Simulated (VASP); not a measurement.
# Hg3P2 (R32) in VASP: relaxation of cell and atoms with PBE

Aim: the relaxation of cell and atoms of Hg3P2 with PBE.

All numbers are computed with VASP 6.6.1; they aren't measurements. Logs are shortened: lines on timing, memory, paths and dates and some standing lists are left out, and cuts for length are marked.

## (1) The cell of the first run

Symmetry: R32, No. 155, trigonal system. The conventional cell has a = 6.743 Å, b = 6.743 Å, c = 8.119 Å, α = 90.00°, β = 90.00°, γ = 120.00°. Within 3.5 Å of Hg (site symmetry 2) lie 4 P at 2.64 to 2.66 Å and 4 Hg at 2.88 to 2.92 Å. P (site symmetry 3) has 6 Hg at 2.64 to 2.66 Å within 3.5 Å.

The cell was generated, and may not be a known phase.

## (2) Relaxation of cell and atoms, PBE

INCAR reads:

```
SYSTEM = Hg3P2
PREC = Accurate
ENCUT = 600
EDIFF = 1E-6
ISMEAR = 0
SIGMA = 0.1
LREAL = .False.
LASPH = .True.
NELM = 80
ALGO = Normal
ISIF = 3
LWAVE = .False.
LCHARG = .False.
GGA = PE
IBRION = 2
NSW = 90
EDIFFG = -0.04
```

KPOINTS reads:

```
regular mesh
0
Gamma
  6 6 6
  0 0 0
```

POSCAR reads:

```
Hg3P2
1.0
    3.3715986800      1.9465934100      2.7061830100
   -3.3715986800      1.9465934100      2.7061830100
    0.0000000000     -3.8931868100      2.7061830100
Hg P
3 2
Direct
    0.5000000000      0.2500000000      0.7500000000
    0.7500000000      0.5000000000      0.2500000000
    0.2500000000      0.7500000000      0.5000000000
    0.2500000000      0.2500000000      0.2500000000
    0.7500000000      0.7500000000      0.7500000000
```

Potentials or basis: VASP PAW PBE potentials, release 64 (Hg, P).

Run with:

```bash
$ cat potpaw_PBE.64/Hg/POTCAR potpaw_PBE.64/P/POTCAR > POTCAR
$ mpirun -np 1 vasp_std > vasp.out
```

OUTCAR:

```text
SYSTEM = Hg3P2
   PREC = Accurate
   ENCUT = 600
   EDIFF = 1E-6
   ISMEAR = 0
   LREAL = .False.
   LASPH = .True.
   NELM = 80
   ISIF = 3
   GGA = PE
   IBRION = 2
   NSW = 90
   EDIFFG = -0.04

 ion  position               nearest neighbor table
   1  0.500  0.250  0.750-   4 2.64   5 2.64   5 2.66   4 2.66   2 2.88   3 2.88   3 2.92   2 2.92

   2  0.750  0.500  0.250-   5 2.64   4 2.64   4 2.66   5 2.66   1 2.88   3 2.88   3 2.92   1 2.92

   3  0.250  0.750  0.500-   5 2.64   4 2.64   4 2.66   5 2.66   2 2.88   1 2.88   1 2.92   2 2.92

   4  0.250  0.250  0.250-   1 2.64   3 2.64   2 2.64   2 2.66   1 2.66   3 2.66
   5  0.750  0.750  0.750-   2 2.64   3 2.64   1 2.64   1 2.66   2 2.66   3 2.66

  LATTYP: Found a trigonal (rhomboedric) cell.
 ALAT       =     4.7413426417
 COS(alpha) =    -0.0113443740

  Lattice vectors:

 A1 = (   3.3715986800,   1.9465934100,   2.7061830100)
 A2 = (  -3.3715986800,   1.9465934100,   2.7061830100)
 A3 = (   0.0000000000,  -3.8931868100,   2.7061830100)

Analysis of symmetry for initial positions (statically):
=====================================================================
 Subroutine PRICEL returns:
 Original cell was already a primitive cell.

 Routine SETGRP: Setting up the symmetry group for a
 trigonal (rhombohedral) supercell.

 Subroutine GETGRP returns: Found  6 space group operations
 (whereof  6 operations were pure point group operations)
 out of a pool of 12 trial point group operations.

The static configuration has the point symmetry D_3 .

Analysis of symmetry for dynamics (positions and initial velocities):
=====================================================================
 Subroutine PRICEL returns:
 Original cell was already a primitive cell.

 Routine SETGRP: Setting up the symmetry group for a
 trigonal (rhombohedral) supercell.

 Subroutine GETGRP returns: Found  6 space group operations
 (whereof  6 operations were pure point group operations)
 out of a pool of 12 trial point group operations.

The dynamic configuration has the point symmetry D_3 .

 Subroutine INISYM returns: Found  6 space group operations
 (whereof  6 operations are pure point group operations),
 and found     1 'primitive' translations

----------------------------------------------------------------------------------------

                                     Primitive cell

  volume of cell :     106.5662

  direct lattice vectors                    reciprocal lattice vectors
     3.371598680  1.946593410  2.706183010     0.148297602  0.085619661  0.123174719
    -3.371598680  1.946593410  2.706183010    -0.148297602  0.085619661  0.123174719
     0.000000000 -3.893186810  2.706183010     0.000000000 -0.171239321  0.123174720

[... 90 lines left out ...]
   LREAL  =      F    real-space projection
   EDIFFG = -.4E-01   stopping-criterion for IOM
   NSW    =     90    number of steps for IOM
   IBRION =      2    ionic relax: 0-MD 1-quasi-New 2-CG
   NFREE  =      1    steps in history (QN), initial steepest desc. (CG)
   ISIF   =      3    stress and relaxation
   ISYM   =      2    0-nonsym 1-usesym 2-fastsym
   POTIM  = 0.5000    time-step for ionic-motion
   TEBEG  =    0.0;   TEEND  =   0.0 temperature during run
   PSTRESS=    0.0 pullay stress
   NELECT =      46.0000    total number of electrons
   NUPDOWN=      -1.0000    fix difference up-down
   EMIN   =  10.00;   EMAX   =-10.00  energy-range for DOS
   EFERMI =   0.00;   METHOD = LEGACY
   ISMEAR =     0;   SIGMA  =   0.10  broadening in eV -4-tet -1-fermi 0-gaus
   EFERMI_NEDOS =   21; number of points for ismear=-14 and -15
   IALGO  =     38    algorithm
   IMIX   =      4    mixing-type and parameters
     AMIX     =   0.40;   BMIX     =  1.00
     AMIX_MAG =   1.60;   BMIX_MAG =  1.00
  volume/ion in A,a.u.               =      21.31       143.83
  Fermi-wavevector in a.u.,A,eV,Ry     =   1.237241  2.338046 20.827322  1.530765
  Thomas-Fermi vector in A             =   2.371816
   LORBIT       =      0    0 simple, 1 ext, 2 COOP (PROOUT), +10 PAW based schemes
   GGA     = PE    functional components
   LHFCALC =     F    Hartree Fock is set to
   AEXX    =    0.0000 exact exchange contribution
   IVDW    =     0    specifies the selected vdW correction
   LEPSILON=     F    determine dielectric tensor
   LRPA    =     F    only Hartree local field effects (RPA)
 conjugate gradient relaxation of ions
 non-spin polarized calculation
 Gauss-broadening in eV      SIGMA  =   0.10
  energy-cutoff  :      600.00
  volume of cell :      106.57
 maximum number of plane-waves:      3587
 NGX is ok and might be reduce to    40
   NGX = 19   NGY = 19   NGZ = 19

--------------------------------------- Ionic step        1  -------------------------------------------

 number of electron      45.9999997 magnetization

 Free energy of the ion-electron system (eV)
  ---------------------------------------------------
  ext. energy  EPLUGINS =         0.00000000
  ---------------------------------------------------
  free energy    TOTEN  =        -8.23421616 eV

  energy without entropy =       -8.22821817  energy(sigma->0) =       -8.23121717

 E-fermi :   4.2256     XC(G=0): -10.4671

 val. band max:        4.1872566269   @ k =   0.3333  -0.0000   0.0000
 cond. band min:       4.2351281701   @ k =   0.1667   0.1667   0.1667
 fundamental gap:      0.0478715432
 Fermi energy:         4.2256175386

 k-point     1 :       0.0000    0.0000    0.0000
  band No.  band energies     occupation
      1      -8.5051      2.00000
      2      -7.1259      2.00000
      3      -4.4422      2.00000
      4      -4.1838      2.00000
      5      -4.1838      2.00000
      6      -4.0133      2.00000
[... 821 lines left out ...]
  FREE ENERGIE OF THE ION-ELECTRON SYSTEM (eV)
  ---------------------------------------------------
  free  energy   TOTEN  =        -9.1463790317 eV

  energy  without entropy=       -9.1436240451  energy(sigma->0) =       -9.14500154

[... ionic steps 4 to 45 ...]

--------------------------------------- Ionic step       46  -------------------------------------------

 number of electron      46.0000000 magnetization

------------------------ aborting loop because EDIFF is reached ----------------------------------------
[... 73 lines left out ...]
--------------------------------------- Ionic step       48  -------------------------------------------

 number of electron      45.9999999 magnetization

 Free energy of the ion-electron system (eV)
  ---------------------------------------------------
  ext. energy  EPLUGINS =         0.00000000
  ---------------------------------------------------
  free energy    TOTEN  =       -10.75833369 eV

  energy without entropy =      -10.75833369  energy(sigma->0) =      -10.75833369

 E-fermi :   0.9667     XC(G=0):  -8.4156

 val. band max:        0.5168845459   @ k =   0.5000   0.5000   0.0000
 cond. band min:       2.2747529912   @ k =   0.0000   0.0000   0.0000
 fundamental gap:      1.7578684454
 Fermi energy:         0.9667177474

 k-point     1 :       0.0000    0.0000    0.0000
  band No.  band energies     occupation
      1     -10.3579      2.00000
      2      -8.3344      2.00000
      3      -6.6963      2.00000
      4      -6.6963      2.00000
      5      -6.2143      2.00000
      6      -5.9080      2.00000
[... 743 lines left out ...]
  FREE ENERGIE OF THE ION-ELECTRON SYSTEM (eV)
  ---------------------------------------------------
  free  energy   TOTEN  =       -10.7583336942 eV

  energy  without entropy=      -10.7583336942  energy(sigma->0) =      -10.75833369

 reached required accuracy - stopping structural energy minimisation
```

Run time: 23 min. Hardware: 1 thread of Intel Xeon 6975P-C (Granite Rapids), shared host; peak memory 0.31 GiB.

Results:

* Free energy: -10.7583 eV
* Relaxed volume: 31.74 Å³/atom
* Relaxed cell: a = 5.448 Å, b = 5.448 Å, c = 5.448 Å, α = 83.32°, β = 83.32°, γ = 83.32°
* Space group after relaxing (to 0.1 Å): R-3m (No. 166)
* Energy gained by relaxing: 504.8 meV/atom
* Ionic steps: 48
* Pressure after relaxing: 0.0 GPa
* Largest force after relaxing: 0.028 eV/Å
* Band gap on the k mesh: 1.76 eV (least direct gap 1.94 eV)

Forces on the atoms (eV/Å):
```
Hg   0.013 -0.022  0.000
Hg   0.013  0.022  0.000
Hg  -0.026  0.000  0.000
P    0.000  0.000 -0.028
P    0.000  0.000  0.028
```

The path:
```tsv
step	energy change (eV)	largest force (eV/Å)	pressure (GPa)	volume (Å³)
1	0.0000	1.6408	12.71	106.57
3	-0.9122	0.5186	-1.67	125.71
5	-1.1451	0.2360	1.00	120.06
7	-1.1735	0.3635	-0.74	125.25
9	-1.2352	0.3864	-0.11	125.84
11	-1.3231	0.2023	0.63	127.07
13	-1.3576	0.1940	-0.22	129.38
15	-1.3825	0.2306	-0.53	130.07
17	-1.4365	0.5543	0.19	126.49
19	-1.5002	0.3148	0.77	127.28
21	-1.6973	1.6498	9.70	124.14
23	-1.7359	1.1362	7.46	124.98
25	-1.7612	1.1959	7.62	125.33
27	-1.8594	1.3936	8.07	126.71
29	-2.1610	1.2181	6.29	131.90
31	-2.1662	1.0483	5.49	132.52
33	-2.3943	0.4516	2.39	139.18
35	-2.4694	0.1227	-0.17	146.01
37	-2.4798	0.1159	-0.10	146.38
39	-2.4979	0.0932	0.20	147.82
41	-2.5011	0.1126	0.06	148.69
43	-2.5097	0.2635	-0.81	157.55
45	-2.5115	0.2176	-0.59	155.50
47	-2.5189	0.1386	-0.38	156.87
48	-2.5241	0.0280	-0.05	158.68
```

Final structure:
```
Hg P
1.0
     3.62177    2.09103    3.49224
    -3.62177    2.09103    3.49224
     0.00000   -4.18205    3.49224
Hg P
3 2
Direct
  0.50000 0.00398 0.99602
  0.99602 0.50000 0.00398
  0.00398 0.99602 0.50000
  0.28930 0.28930 0.28930
  0.71070 0.71070 0.71070
```

Caveat: the volume moved by over 15 % at a fixed basis, so the end points are rough; spin-orbit coupling is left out, which moves the levels of the heavy elements. A k mesh can miss the band edges.
